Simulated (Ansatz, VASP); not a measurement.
**GaP: VASP beside Ansatz**

```
Ga P
1.0
     0.00000    2.57906    2.57906
     2.57906    0.00000    2.57906
     2.57906    2.57906    0.00000
Ga P
1 1
Direct
  0.00000 0.00000 0.00000
  0.50000 0.50000 0.50000
```

Alike in both runs: functional PBE; k mesh 18 × 18 × 18; occupations gaussian, width 0.1 eV; no spin polarisation.

Ansatz relaxed the structure, and its values are those at the end. VASP's run is a single point on that final structure, the one shown.

```csv
,VASP,Ansatz
version,VASP 6.6.1,Ansatz 0.2.0
potentials or method,"VASP PAW PBE potentials, release 64 (Ga_d, P), cutoff 520 eV","scalar-relativistic, plane waves, PAW"
valence electrons in the cell,18,18
```

```csv
,VASP,Ansatz,Ansatz less VASP
gap on the k mesh at the Fermi level (eV),none,none,-
pressure (GPa),0.1,0.0,-0.08
```

A gap of «none» marks a metal or a gap that the smearing closes. With one functional, cell and mesh, what is left measures potentials, basis and numerics.
